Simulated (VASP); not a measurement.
# GaN (Fm-3m) in VASP: notebook, part 2 of 2

VASP 6.6.1. Earlier steps stand in the parts before.

## Step 5: Single point, r2SCAN

Input file POSCAR:

```
GaN
1.0
    0.0000000000      2.1085153661      2.1085153661
    2.1085153661      0.0000000000      2.1085153661
    2.1085153661      2.1085153661      0.0000000000
Ga N
1 1
Direct
    0.5000000000      0.5000000000      0.5000000000
    0.0000000000      0.0000000000      0.0000000000
```

Input file INCAR.step1:

```
  PREC = Accurate
  ENCUT = 520
  ISMEAR = -1
  SIGMA = 0.02
  LREAL = False
  LASPH = True
  NELM = 100
  NBANDS = 16
  GGA = PE
  ALGO = Normal
  EDIFF = 1E-4
  LWAVE = True
  LCHARG = False
```

Input file INCAR.step2:

```
  PREC = Accurate
  ENCUT = 520
  EDIFF = 1E-7
  ISMEAR = -1
  SIGMA = 0.02
  LREAL = False
  LASPH = True
  NELM = 100
  ALGO = Normal
  ISIF = 2
  LWAVE = False
  LCHARG = False
  METAGGA = R2SCAN
  LMIXTAU = True
  NBANDS = 16
  ISTART = 1
```

Input file KPOINTS:

```
Automatic mesh
0
Gamma
  10 10 10
```

Potentials or basis: VASP PAW PBE potentials, release 64 (Ga_d, N).

Run with:

```bash
> cat potpaw_PBE.64/Ga_d/POTCAR potpaw_PBE.64/N/POTCAR > POTCAR
> cp INCAR.step1 INCAR
> mpirun -np 1 vasp_std > vasp.out
> cp INCAR.step2 INCAR
> mpirun -np 1 vasp_std > vasp.out
```

OUTCAR:

```text
PREC = Accurate
   ENCUT = 520
   EDIFF = 1E-7
   ISMEAR = -1
   LREAL = False
   LASPH = True
   NELM = 100
   ISIF = 2
   METAGGA = R2SCAN
   ISTART = 1

 ion  position               nearest neighbor table
   1  0.500  0.500  0.500-   2 2.11   2 2.11   2 2.11   2 2.11   2 2.11   2 2.11
   2  0.000  0.000  0.000-   1 2.11   1 2.11   1 2.11   1 2.11   1 2.11   1 2.11

  LATTYP: Found a face centered cubic cell.
 ALAT       =     4.2170307322

  Lattice vectors:

 A1 = (   0.0000000000,   2.1085153661,   2.1085153661)
 A2 = (   2.1085153661,   0.0000000000,   2.1085153661)
 A3 = (   2.1085153661,   2.1085153661,   0.0000000000)

Analysis of symmetry for initial positions (statically):
=====================================================================
 Subroutine PRICEL returns:
 Original cell was already a primitive cell.

 Routine SETGRP: Setting up the symmetry group for a
 face centered cubic supercell.

 Subroutine GETGRP returns: Found 48 space group operations
 (whereof 48 operations were pure point group operations)
 out of a pool of 48 trial point group operations.

The static configuration has the point symmetry O_h .

Analysis of symmetry for dynamics (positions and initial velocities):
=====================================================================
 Subroutine PRICEL returns:
 Original cell was already a primitive cell.

 Routine SETGRP: Setting up the symmetry group for a
 face centered cubic supercell.

 Subroutine GETGRP returns: Found 48 space group operations
 (whereof 48 operations were pure point group operations)
 out of a pool of 48 trial point group operations.

The dynamic configuration has the point symmetry O_h .

 Subroutine INISYM returns: Found 48 space group operations
 (whereof 48 operations are pure point group operations),
 and found     1 'primitive' translations

----------------------------------------------------------------------------------------

                                     Primitive cell

  volume of cell :      18.7482

  direct lattice vectors                    reciprocal lattice vectors
     0.000000000  2.108515366  2.108515366    -0.237133676  0.237133676  0.237133676
     2.108515366  0.000000000  2.108515366     0.237133676 -0.237133676  0.237133676
     2.108515366  2.108515366  0.000000000     0.237133676  0.237133676 -0.237133676

  length of vectors
     2.981891027  2.981891027  2.981891027     0.410727575  0.410727575  0.410727575

  position of ions in fractional coordinates (direct lattice)
     0.500000000  0.500000000  0.500000000
     0.000000000  0.000000000  0.000000000

  ion indices of the primitive-cell ions
   primitive index   ion index
                 1           1
                 2           2

----------------------------------------------------------------------------------------

 KPOINTS: Automatic mesh

Automatic generation of k-mesh.
 Grid dimensions read from file:
 generate k-points for:   10   10   10

 Generating k-lattice:

  Cartesian coordinates                     Fractional coordinates (reciprocal lattice)
    -0.023713368  0.023713368  0.023713368     0.100000000  0.000000000  0.000000000
     0.023713368 -0.023713368  0.023713368     0.000000000  0.100000000  0.000000000
     0.023713368  0.023713368 -0.023713368     0.000000000  0.000000000  0.100000000

  Length of vectors
     0.041072758  0.041072758  0.041072758

  Shift w.r.t. Gamma in fractional coordinates (k-lattice)
     0.000000000  0.000000000  0.000000000

 Subroutine IBZKPT returns following result:
 ===========================================

 Found     47 irreducible k-points:

 Following reciprocal coordinates:
            Coordinates               Weight
  0.000000  0.000000  0.000000      1.000000
  0.100000  0.000000  0.000000      8.000000
  0.200000  0.000000  0.000000      8.000000
  0.300000  0.000000  0.000000      8.000000
  0.400000  0.000000  0.000000      8.000000
  0.500000  0.000000  0.000000      4.000000
[... 16 lines left out ...]
  0.300000  0.300000  0.000000      6.000000
  0.400000  0.300000  0.000000     24.000000
 [... further k-points ...]
   k-points           NKPTS =     47   k-points in BZ     NKDIM =     47   number of bands    NBANDS=     16
   number of dos      NEDOS =    301   number of ions     NIONS =      2
   total plane-waves  NPLWV =  13824
   dimension x,y,z NGX =    24 NGY =   24 NGZ =   24
   dimension x,y,z NGXF=    48 NGYF=   48 NGZF=   48
   ions per type =               1   1
   NGX,Y,Z   is equivalent  to a cutoff of  13.38, 13.38, 13.38 a.u.
   NGXF,Y,Z  is equivalent  to a cutoff of  26.76, 26.76, 26.76 a.u.
 SYSTEM =  unknown system
   PREC   = accura    normal or accurate (medium, high low for compatibility)
   ISTART =      1    job   : 0-new  1-cont  2-samecut
   ICHARG =      0    charge: 1-file 2-atom 10-const
   ISPIN  =      1    spin polarized calculation?
   LNONCOLLINEAR =      F non collinear calculations
   LSORBIT =      F    spin-orbit coupling
   LASPH  =      T    aspherical Exc in radial PAW
   ENCUT  =  520.0 eV  38.22 Ry    6.18 a.u.   5.54  5.54  5.54*2*pi/ulx,y,z
   NELM   =    100;   NELMIN=  2; NELMDL=  0     # of ELM steps
   EDIFF  = 0.1E-06   stopping-criterion for ELM
   LREAL  =      F    real-space projection
   EDIFFG = 0.1E-05   stopping-criterion for IOM
   NSW    =      0    number of steps for IOM
   IBRION =     -1    ionic relax: 0-MD 1-quasi-New 2-CG
   NFREE  =      0    steps in history (QN), initial steepest desc. (CG)
   ISIF   =      2    stress and relaxation
   ISYM   =      2    0-nonsym 1-usesym 2-fastsym
   POTIM  = 0.5000    time-step for ionic-motion
   TEBEG  =    0.0;   TEEND  =   0.0 temperature during run
   PSTRESS=    0.0 pullay stress
   NELECT =      18.0000    total number of electrons
   NUPDOWN=      -1.0000    fix difference up-down
   EMIN   =  10.00;   EMAX   =-10.00  energy-range for DOS
   EFERMI =   0.00;   METHOD = LEGACY
   ISMEAR =    -1;   SIGMA  =   0.02  broadening in eV -4-tet -1-fermi 0-gaus
   EFERMI_NEDOS =   21; number of points for ismear=-14 and -15
   IALGO  =     38    algorithm
   IMIX   =      4    mixing-type and parameters
     AMIX     =   0.40;   BMIX     =  1.00
     AMIX_MAG =   1.60;   BMIX_MAG =  1.00
  volume/ion in A,a.u.               =       9.37        63.26
  Fermi-wavevector in a.u.,A,eV,Ry     =   1.615024  3.051952 35.488097  2.608302
  Thomas-Fermi vector in A             =   2.709838
   LORBIT       =      0    0 simple, 1 ext, 2 COOP (PROOUT), +10 PAW based schemes
   METAGGA = R2SCAN    functional components
   LHFCALC =     F    Hartree Fock is set to
   AEXX    =    0.0000 exact exchange contribution
   IVDW    =     0    specifies the selected vdW correction
   LEPSILON=     F    determine dielectric tensor
   LRPA    =     F    only Hartree local field effects (RPA)
 non-spin polarized calculation
  energy-cutoff  :      520.00
  volume of cell :       18.75
 maximum number of plane-waves:       531
 NGX is ok and might be reduce to    24
   NGX = 11   NGY = 11   NGZ = 11

 number of electron      18.0000008 magnetization

 Free energy of the ion-electron system (eV)
  ---------------------------------------------------
  ext. energy  EPLUGINS =         0.00000000
  ---------------------------------------------------
  free energy    TOTEN  =       -20.97607635 eV

  energy without entropy =      -20.97607635  energy(sigma->0) =      -20.97607635

 E-fermi :   8.1503     XC(G=0): -14.2191

 val. band max:        7.7177360705   @ k =  -0.2000   0.2000   0.0000
 cond. band min:       8.8955046710   @ k =   0.5000   0.5000   0.0000
 fundamental gap:      1.1777686005
 Fermi energy:         8.1502944789

 k-point     1 :       0.0000    0.0000    0.0000
  band No.  band energies     occupation
      1     -10.3893      2.00000
      2      -6.6376      2.00000
      3      -6.6376      2.00000
      4      -6.6376      2.00000
      5      -6.5681      2.00000
      6      -6.5681      2.00000
[... 8 lines left out ...]
     15      24.7668      0.00000
     16      24.7668      0.00000
[... 419 lines left out ...]
 k-point    24 :       0.4000    0.3000    0.0000
  band No.  band energies     occupation
      1      -8.6556      2.00000
      2      -6.7665      2.00000
      3      -6.5266      2.00000
      4      -6.4572      2.00000
      5      -6.4091      2.00000
      6      -5.5037      2.00000
[... 8 lines left out ...]
     15      33.6225      0.00000
     16      35.2735      0.00000

 [... further k-points ...]
[... 5 lines left out ...]
  --------------------------------------------------------------------------------------
  -------------------------------------------------------------------------------------
  Total        0.1591244      0.1591244      0.1591244      0.0000000      0.0000000     -0.0000000
  in kB       13.5983783     13.5983783     13.5983783      0.0000000      0.0000000     -0.0000000
  external PRESSURE =      13.5983783 kB  Pullay stress =       0.0000000 kB

 VOLUME and BASIS-vectors are now :
 -----------------------------------------------------------------------------
  energy-cutoff  :      520.00
  volume of cell :       18.75
      direct lattice vectors                 reciprocal lattice vectors
     0.000000000  2.108515366  2.108515366    -0.237133676  0.237133676  0.237133676
     2.108515366  0.000000000  2.108515366     0.237133676 -0.237133676  0.237133676
     2.108515366  2.108515366  0.000000000     0.237133676  0.237133676 -0.237133676

 POSITION                                       TOTAL-FORCE (eV/Angst)
 -----------------------------------------------------------------------------------
      2.10852      2.10852      2.10852         0.000000      0.000000     -0.000000
      0.00000      0.00000      0.00000        -0.000000     -0.000000      0.000000
 -----------------------------------------------------------------------------------
    total drift:                                0.000000     -0.000000      0.000000

  FREE ENERGIE OF THE ION-ELECTRON SYSTEM (eV)
  ---------------------------------------------------
  free  energy   TOTEN  =       -20.9760763545 eV

  energy  without entropy=      -20.9760763545  energy(sigma->0) =      -20.97607635
```

OUTCAR.step1:

```text
PREC = Accurate
   ENCUT = 520
   ISMEAR = -1
   LREAL = False
   LASPH = True
[... 677 lines left out ...]
      2.10852      2.10852      2.10852         0.000000      0.000000      0.000000
      0.00000      0.00000      0.00000        -0.000000      0.000000     -0.000000
 -----------------------------------------------------------------------------------
    total drift:                                0.000000     -0.000000      0.000000

  FREE ENERGIE OF THE ION-ELECTRON SYSTEM (eV)
  ---------------------------------------------------
  free  energy   TOTEN  =       -11.1852519923 eV

  energy  without entropy=      -11.1852519916  energy(sigma->0) =      -11.18525199
```

Run time: 49 s. Hardware: 1 thread of Intel Xeon Platinum 8488C (Sapphire Rapids), shared host; peak memory 0.15 GiB.

What came out:

| Quantity | Value |
| --- | --- |
| Free energy | -20.9761 eV |
| Pressure | 1.4 GPa |
| Band gap on the k mesh | 1.18 eV, indirect (least direct gap 3.41 eV) |

Caveat: the PAW data sets were made with another functional, which shifts forces and pressure a little.

## Step 6: Overview

| level | potentials or basis | cell | smearing | gap on the mesh (eV) | pressure (GPa) |
| --- | --- | --- | --- | --- | --- |
| LDA | VASP PAW LDA potentials, release 64 (Ga_d, N) | a = 2.982 Å, angles 60.0°, 2 atoms | gaussian 0.01 eV | 0.48 | -4.8 |
| PBEsol | VASP PAW PBE potentials, release 64 (Ga_d, N) | a = 2.984 Å, angles 60.0°, 2 atoms | fermi-dirac 0.02 eV | 0.57 | 0.5 |
| PBE | VASP PAW PBE potentials, release 64 (Ga_d, N) | a = 3.018 Å, angles 60.0°, 2 atoms | fermi-dirac 0.02 eV | 0.44 | 0.8 |
| r2SCAN | VASP PAW PBE potentials, release 64 (Ga_d, N) | a = 2.982 Å, angles 60.0°, 2 atoms | fermi-dirac 0.02 eV | 1.18 | 1.4 |

Alike in all rows: task single point; no spin polarisation; k mesh 10 × 10 × 10; cutoff (eV) 520.

Caveats: the PAW data sets were made with another functional, which shifts forces and pressure a little (some runs).

Absolute energies hang on the potentials; compare differences alone.
